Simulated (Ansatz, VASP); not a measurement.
**Two plane-wave programs on BP**

The input INCAR:

```
SYSTEM = BP
PREC     = Accurate       ! precision mode
ENCUT    = 520            ! plane-wave cutoff, eV
EDIFF    = 1E-7           ! SCF threshold, eV
ISMEAR   = 0              ! smearing method
SIGMA    = 0.05           ! smearing width, eV
LREAL    = .False.        ! projectors in reciprocal space
LASPH    = .True.         ! aspherical terms in the spheres
NELM     = 100            ! most SCF steps
ALGO     = Normal         ! electronic algorithm
ISIF     = 2              ! what is computed and relaxed
LWAVE    = .False.        ! write WAVECAR
LCHARG   = .False.        ! write CHGCAR
GGA      = PE             ! functional
NBANDS   = 11             ! bands
```

Contents of KPOINTS:

```
Automatic mesh
0
Gamma
  10 10 10
  0 0 0
```

POSCAR

```
BP
1.0
    0.0000000000      2.4505200000      2.0874800000
    2.4505200000      0.0000000000      2.0874800000
    2.4505200000      2.4505200000      0.0000000000
B P
1 1
Direct
    0.0000000000      0.0000000000      0.0000000000
    0.7500000000      0.7500000000      0.7500000000
```

Input for Ansatz:

```yaml
crystal:
  lattice:
    - [0.0, 2.45052, 2.08748]
    - [2.45052, 0.0, 2.08748]
    - [2.45052, 2.45052, 0.0]
  atoms:
    - { symbol: B, position: [0.0, 0.0, 0.0] }
    - { symbol: P, position: [0.75, 0.75, 0.75] }
basis:
  ecutwfc: 420
kpoints:
  mp_grid: { grid: [10, 10, 10] }
hamiltonian:
  xc: pbe
scf:
  occupations: { method: gaussian, width: 0.05 }
output:
  forces: true
  stress: true
  eigenvalues: true
  write_density: true
  write_potential: true
  elf: true
  volumetric_format: npy
```

Change from the starting cell: strain +0.080 along x and y, -0.080 along z, atoms carried along.

Alike in both runs: task single point; functional PBE; k mesh 10 × 10 × 10; occupations gaussian, width 0.05 eV; no spin polarisation.

|  | VASP | Ansatz |
| --- | --- | --- |
| version | VASP 6.6.1 | Ansatz 0.2.0 |
| potentials or method | VASP PAW PBE potentials, release 64 (B, P), cutoff 520 eV | scalar-relativistic, plane waves, PAW |
| valence electrons in the cell | 8 | 8 |

```csv
,VASP,Ansatz,Ansatz less VASP
gap on the k mesh at the Fermi level (eV),none,none,-
pressure (GPa),-9.7,-9.5,+0.18
"traceless stress, the component that is largest in VASP (GPa)",20.69,20.68,-0.013
```

A gap of «none» marks a metal or a gap that the smearing closes.
